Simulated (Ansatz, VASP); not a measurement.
One calculation of AlN, two programs

```
Al N
1.0
     0.05934    2.00767    2.00767
     2.00767    0.05934    2.00767
     2.00767    2.00767    0.05934
Al N
1 1
Direct
  0.00000 0.00000 0.00000
  0.50000 0.50000 0.50000
```

Change from the starting cell: equal xy, yz and zx shear strains of +3 %.

Alike in both runs: task single point; functional LDA; k mesh 10 × 10 × 10; occupations fermi-dirac, width 0.02 eV; no spin polarisation.

|  | VASP | Ansatz |
| --- | --- | --- |
| version | VASP 6.6.1 | Ansatz 0.2.0 |
| potentials or method | VASP PAW LDA potentials, release 64 (Al, N), cutoff 520 eV | all-electron LAPW, scalar-relativistic |

VASP gave:

```
gap on the k mesh at the Fermi level (eV)                     : 4.35
pressure (GPa)                                                : 13.6
traceless stress, the component that is largest in VASP (GPa) : -10.77
```

Q: What did Ansatz give for the same quantities?

A: gap on the k mesh at the Fermi level (eV): 4.36; pressure (GPa): 12.8; traceless stress, the component that is largest in VASP (GPa): -10.77.

LDA's correlation is that of Perdew and Zunger in VASP and of Perdew and Wang (1992) in Ansatz. Ansatz ran all-electron here, and VASP with PAW potentials.
